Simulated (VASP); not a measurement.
# AlNi (P4/mmm) in VASP: a series of runs

AlNi is run at these levels: PBEsol; tasks: single point.

Program: VASP 6.6.1. These are calculated values, not measurements. Logs are shortened: lines on timing, memory, paths and dates and some standing lists are left out, and cuts for length are marked.

## (1) The cell of the first run

The structure is tetragonal, space group P4/mmm (No. 123). Conventional cell: a = 2.851 Å, b = 2.851 Å, c = 2.898 Å, α = 90.00°, β = 90.00°, γ = 90.00°. Within 3.3 Å of Al (site symmetry 4/mmm) lie 8 Ni at 2.48 Å and 6 Al at 2.85 to 2.90 Å. Within 3.3 Å of Ni (site symmetry 4/mmm) lie 8 Al at 2.48 Å and 6 Ni at 2.85 to 2.90 Å.

## (2) Single point, PBEsol (uniaxial strain along c: +1.0 %)

Contents of INCAR:

```
SYSTEM = AlNi
PREC     = Accurate       ! precision mode
ENCUT    = 600            ! plane-wave cutoff, eV
EDIFF    = 1E-6           ! SCF threshold, eV
ISMEAR   = 0              ! smearing method
SIGMA    = 0.1            ! smearing width, eV
LREAL    = .FALSE.        ! projectors in reciprocal space
LASPH    = .TRUE.         ! aspherical terms in the spheres
NELM     = 120            ! most SCF steps
ALGO     = Normal         ! electronic algorithm
ISIF     = 2              ! what is computed and relaxed
LWAVE    = .FALSE.        ! write WAVECAR
LCHARG   = .FALSE.        ! write CHGCAR
GGA      = PS             ! functional
NBANDS   = 14             ! bands
GGA_COMPAT= .FALSE.
```

Contents of KPOINTS:

```
regular mesh
0
G
  14 14 14
  0 0 0
```

Contents of POSCAR:

```
AlNi
1.0
    2.8514583549      0.0000000000      0.0000000000
    0.0000000000      2.8514583549      0.0000000000
    0.0000000000      0.0000000000      2.8981029749
Al Ni
1 1
Direct
    0.0000000000      0.0000000000      0.0000000000
    0.5000000000      0.5000000000      0.5000000000
```

Potentials or basis: VASP PAW PBE potentials, release 64 (Al, Ni).

Started as:

```sh
$ cat potpaw_PBE.64/Al/POTCAR potpaw_PBE.64/Ni/POTCAR > POTCAR
$ mpirun -np 1 vasp_std > vasp.out
```

OUTCAR:

```text
SYSTEM = AlNi
   PREC = Accurate
   ENCUT = 600
   EDIFF = 1E-6
   ISMEAR = 0
   LREAL = .FALSE.
   LASPH = .TRUE.
   NELM = 120
   ISIF = 2
   GGA = PS

 ion  position               nearest neighbor table
   1  0.000  0.000  0.000-   2 2.48   2 2.48   2 2.48   2 2.48   2 2.48   2 2.48   2 2.48   2 2.48

   2  0.500  0.500  0.500-   1 2.48   1 2.48   1 2.48   1 2.48   1 2.48   1 2.48   1 2.48   1 2.48

  LATTYP: Found a simple tetragonal cell.
 ALAT       =     2.8514583549
 C/A-ratio  =     1.0163581628

  Lattice vectors:

 A1 = (   2.8514583549,   0.0000000000,   0.0000000000)
 A2 = (   0.0000000000,   2.8514583549,   0.0000000000)
 A3 = (   0.0000000000,   0.0000000000,   2.8981029749)

Analysis of symmetry for initial positions (statically):
=====================================================================
 Subroutine PRICEL returns:
 Original cell was already a primitive cell.

 Routine SETGRP: Setting up the symmetry group for a
 simple tetragonal supercell.

 Subroutine GETGRP returns: Found 16 space group operations
 (whereof 16 operations were pure point group operations)
 out of a pool of 16 trial point group operations.

The static configuration has the point symmetry D_4h.

Analysis of symmetry for dynamics (positions and initial velocities):
=====================================================================
 Subroutine PRICEL returns:
 Original cell was already a primitive cell.

 Routine SETGRP: Setting up the symmetry group for a
 simple tetragonal supercell.

 Subroutine GETGRP returns: Found 16 space group operations
 (whereof 16 operations were pure point group operations)
 out of a pool of 16 trial point group operations.

The dynamic configuration has the point symmetry D_4h.

 Subroutine INISYM returns: Found 16 space group operations
 (whereof 16 operations are pure point group operations),
 and found     1 'primitive' translations

----------------------------------------------------------------------------------------

                                     Primitive cell

  volume of cell :      23.5639

  direct lattice vectors                    reciprocal lattice vectors
     2.851458355  0.000000000  0.000000000     0.350697740  0.000000000  0.000000000
     0.000000000  2.851458355  0.000000000     0.000000000  0.350697740  0.000000000
     0.000000000  0.000000000  2.898102975     0.000000000  0.000000000  0.345053302

  length of vectors
     2.851458355  2.851458355  2.898102975     0.350697740  0.350697740  0.345053302

  position of ions in fractional coordinates (direct lattice)
     0.000000000  0.000000000  0.000000000
     0.500000000  0.500000000  0.500000000

  ion indices of the primitive-cell ions
   primitive index   ion index
                 1           1
                 2           2

----------------------------------------------------------------------------------------

 KPOINTS: regular mesh

Automatic generation of k-mesh.
 Grid dimensions read from file:
 generate k-points for:   14   14   14

 Generating k-lattice:

  Cartesian coordinates                     Fractional coordinates (reciprocal lattice)
     0.025049839  0.000000000  0.000000000     0.071428571  0.000000000  0.000000000
     0.000000000  0.025049839  0.000000000     0.000000000  0.071428571  0.000000000
     0.000000000  0.000000000  0.024646664     0.000000000  0.000000000  0.071428571

  Length of vectors
     0.025049839  0.025049839  0.024646664

  Shift w.r.t. Gamma in fractional coordinates (k-lattice)
     0.000000000  0.000000000  0.000000000

 Subroutine IBZKPT returns following result:
 ===========================================

 Found    288 irreducible k-points:

 Following reciprocal coordinates:
            Coordinates               Weight
  0.000000  0.000000  0.000000      1.000000
  0.071429  0.000000  0.000000      4.000000
  0.142857  0.000000  0.000000      4.000000
  0.214286  0.000000  0.000000      4.000000
  0.285714  0.000000  0.000000      4.000000
  0.357143  0.000000  0.000000      4.000000
[... 16 lines left out ...]
  0.285714  0.214286  0.000000      8.000000
  0.357143  0.214286  0.000000      8.000000
 [... further k-points ...]
   k-points           NKPTS =    288   k-points in BZ     NKDIM =    288   number of bands    NBANDS=     14
   number of dos      NEDOS =    301   number of ions     NIONS =      2
   total plane-waves  NPLWV =  13824
   dimension x,y,z NGX =    24 NGY =   24 NGZ =   24
   dimension x,y,z NGXF=    48 NGYF=   48 NGZF=   48
   ions per type =               1   1
   NGX,Y,Z   is equivalent  to a cutoff of  13.99, 13.99, 13.77 a.u.
   NGXF,Y,Z  is equivalent  to a cutoff of  27.98, 27.98, 27.53 a.u.
 SYSTEM =  AlNi
   PREC   = accura    normal or accurate (medium, high low for compatibility)
   ISTART =      0    job   : 0-new  1-cont  2-samecut
   ICHARG =      2    charge: 1-file 2-atom 10-const
   ISPIN  =      1    spin polarized calculation?
   LNONCOLLINEAR =      F non collinear calculations
   LSORBIT =      F    spin-orbit coupling
   LASPH  =      T    aspherical Exc in radial PAW
   ENCUT  =  600.0 eV  44.10 Ry    6.64 a.u.   5.70  5.70  5.79*2*pi/ulx,y,z
   NELM   =    120;   NELMIN=  2; NELMDL= -5     # of ELM steps
   EDIFF  = 0.1E-05   stopping-criterion for ELM
   LREAL  =      F    real-space projection
   EDIFFG = 0.1E-04   stopping-criterion for IOM
   NSW    =      0    number of steps for IOM
   IBRION =     -1    ionic relax: 0-MD 1-quasi-New 2-CG
   NFREE  =      0    steps in history (QN), initial steepest desc. (CG)
   ISIF   =      2    stress and relaxation
   ISYM   =      2    0-nonsym 1-usesym 2-fastsym
   POTIM  = 0.5000    time-step for ionic-motion
   TEBEG  =    0.0;   TEEND  =   0.0 temperature during run
   PSTRESS=    0.0 pullay stress
   NELECT =      13.0000    total number of electrons
   NUPDOWN=      -1.0000    fix difference up-down
   EMIN   =  10.00;   EMAX   =-10.00  energy-range for DOS
   EFERMI =   0.00;   METHOD = LEGACY
   ISMEAR =     0;   SIGMA  =   0.10  broadening in eV -4-tet -1-fermi 0-gaus
   EFERMI_NEDOS =   21; number of points for ismear=-14 and -15
   IALGO  =     38    algorithm
   IMIX   =      4    mixing-type and parameters
     AMIX     =   0.40;   BMIX     =  1.00
     AMIX_MAG =   1.60;   BMIX_MAG =  1.00
  volume/ion in A,a.u.               =      11.78        79.51
  Fermi-wavevector in a.u.,A,eV,Ry     =   1.342682  2.537302 24.528532  1.802796
  Thomas-Fermi vector in A             =   2.470817
   LORBIT       =      0    0 simple, 1 ext, 2 COOP (PROOUT), +10 PAW based schemes
   GGA     = PS    functional components
   LHFCALC =     F    Hartree Fock is set to
   AEXX    =    0.0000 exact exchange contribution
   IVDW    =     0    specifies the selected vdW correction
   LEPSILON=     F    determine dielectric tensor
   LRPA    =     F    only Hartree local field effects (RPA)
 non-spin polarized calculation
 Gauss-broadening in eV      SIGMA  =   0.10
  energy-cutoff  :      600.00
  volume of cell :       23.56
 maximum number of plane-waves:       812
 NGX is ok and might be reduce to    24
   NGX = 11   NGY = 11   NGZ = 11

 number of electron      13.0000010 magnetization

 Free energy of the ion-electron system (eV)
  ---------------------------------------------------
  ext. energy  EPLUGINS =         0.00000000
  ---------------------------------------------------
  free energy    TOTEN  =       -11.58596592 eV

  energy without entropy =      -11.58110394  energy(sigma->0) =      -11.58353493

 E-fermi :  10.0684     XC(G=0): -12.2375

 val. band max:       10.0674041678   @ k =   0.5000   0.2857   0.5000
 cond. band min:      10.0924658486   @ k =   0.3571   0.0714   0.2143
 fundamental gap:      0.0250616808
 Fermi energy:        10.0683817612

 k-point     1 :       0.0000    0.0000    0.0000
  band No.  band energies     occupation
      1      -1.1473      2.00000
      2       6.7779      2.00000
      3       6.7890      2.00000
      4       8.5053      2.00000
      5       8.5053      2.00000
      6       8.5490      2.00000
      7      15.2642      0.00000
      8      15.8472      0.00000
      9      15.8472      0.00000
     10      18.2074      0.00000
     11      18.3508      0.00000
     12      24.0972      0.00000
     13      31.0413      0.00000
     14      31.0414      0.00000

 k-point     2 :       0.0714    0.0000    0.0000
  band No.  band energies     occupation
      1      -1.0513      2.00000
      2       6.7810      2.00000
      3       6.8046      2.00000
      4       8.4601      2.00000
      5       8.5075      2.00000
      6       8.5100      2.00000
      7      14.8248      0.00000
      8      15.3935      0.00000
      9      15.9726      0.00000
     10      18.2425      0.00000
     11      19.2265      0.00000
     12      24.4514      0.00000
     13      29.9288      0.00000
     14      30.3549      0.00000

 k-point     3 :       0.1429    0.0000    0.0000
  band No.  band energies     occupation
      1      -0.7647      2.00000
      2       6.7446      2.00000
      3       6.8697      2.00000
      4       8.3385      2.00000
      5       8.3953      2.00000
      6       8.5231      2.00000
      7      13.1843      0.00000
      8      15.7678      0.00000
      9      16.3371      0.00000
     10      18.2617      0.00000
     11      20.4743      0.00000
     12      25.5664      0.00000
     13      28.1488      0.00000
     14      28.6079      0.00000
[... 324 lines left out ...]
 k-point    23 :       0.2857    0.2143    0.0000
  band No.  band energies     occupation
      1       1.1675      2.00000
      2       6.4956      2.00000
      3       7.0259      2.00000
      4       7.8032      2.00000
      5       8.0587      2.00000
      6       8.2752      2.00000
      7      10.8725      0.00000
      8      13.3785      0.00000
      9      18.1309      0.00000
     10      19.1006      0.00000
     11      21.7163      0.00000
     12      25.2837      0.00000
     13      26.1850      0.00000
     14      27.3915      0.00000

 k-point    24 :       0.3571    0.2143    0.0000
  band No.  band energies     occupation
      1       1.9506      2.00000
      2       5.8335      2.00000
      3       7.1994      2.00000
      4       7.7590      2.00000
      5       7.9293      2.00000
      6       8.2966      2.00000
      7      10.0406      1.30560
      8      14.0152      0.00000
      9      18.1080      0.00000
     10      19.0144      0.00000
     11      21.6117      0.00000
     12      23.7972      0.00000
     13      26.1530      0.00000
     14      27.8397      0.00000

 [... further k-points ...]

------------------------ aborting loop because EDIFF is reached ----------------------------------------

  FORCE on cell =-STRESS in cart. coord.  units (eV):
  Direction    XX          YY          ZZ          XY          YZ          ZX
  --------------------------------------------------------------------------------------
  -------------------------------------------------------------------------------------
  Total       -0.0561727     -0.0561727     -0.2206752      0.0000000      0.0000000      0.0000000
  in kB       -3.8193405     -3.8193405    -15.0043183      0.0000000      0.0000000      0.0000000
  external PRESSURE =      -7.5476664 kB  Pullay stress =       0.0000000 kB

 VOLUME and BASIS-vectors are now :
 -----------------------------------------------------------------------------
  energy-cutoff  :      600.00
  volume of cell :       23.56
      direct lattice vectors                 reciprocal lattice vectors
     2.851458355  0.000000000  0.000000000     0.350697740  0.000000000  0.000000000
     0.000000000  2.851458355  0.000000000     0.000000000  0.350697740  0.000000000
     0.000000000  0.000000000  2.898102975     0.000000000  0.000000000  0.345053302

 POSITION                                       TOTAL-FORCE (eV/Angst)
 -----------------------------------------------------------------------------------
      0.00000      0.00000      0.00000         0.000000      0.000000      0.000000
      1.42573      1.42573      1.44905         0.000000      0.000000      0.000000
 -----------------------------------------------------------------------------------
    total drift:                                0.000000      0.000000     -0.000000

  FREE ENERGIE OF THE ION-ELECTRON SYSTEM (eV)
  ---------------------------------------------------
  free  energy   TOTEN  =       -11.5859659153 eV

  energy  without entropy=      -11.5811039361  energy(sigma->0) =      -11.58353493
```

It took 77 s on 1 thread of Intel Xeon 8259CL, shared host; peak memory 0.24 GiB.

What came out:

- Free energy: -11.5860 eV
- Pressure: -0.8 GPa
- Band gap on the k mesh: zero (an odd number of electrons rules out a gap without spin polarisation)

Stress tensor (GPa, compression positive):
```
-0.38  0.00  0.00
 0.00 -0.38  0.00
 0.00  0.00 -1.50
```

Levels at points of the mesh, in eV from the Fermi level:
```tsv
k point	band 4	band 5	band 6	band 7	band 8	band 9	band 10	band 11
(0.00, 0.00, 0.00)	-1.56	-1.56	-1.52	5.20	5.78	5.78	8.14	8.28
(0.50, 0.00, 0.00)	-2.33	-2.24	-1.47	-0.59	8.33	9.75	10.29	10.81
(0.50, 0.50, 0.00)	-2.82	-2.14	-2.14	-0.99	1.61	2.69	12.21	15.04
(0.00, 0.00, 0.50)	-2.24	-2.24	-1.44	-0.71	8.34	10.23	10.23	11.12
(0.50, 0.00, 0.50)	-2.89	-2.08	-2.06	-1.02	1.46	2.54	12.61	15.30
(0.50, 0.50, 0.50)	-1.00	-0.96	1.97	2.00	2.00	3.88	4.50	4.50
```

Caveat: the cell differs from its parent crystal (uniaxial strain along c: +1.0 %); the PAW data sets were made with another functional, which shifts forces and pressure a little. Spin polarisation is off, so any magnetic state and its effect on volume and gap are missing.

(Continued in part 2 of 2.)
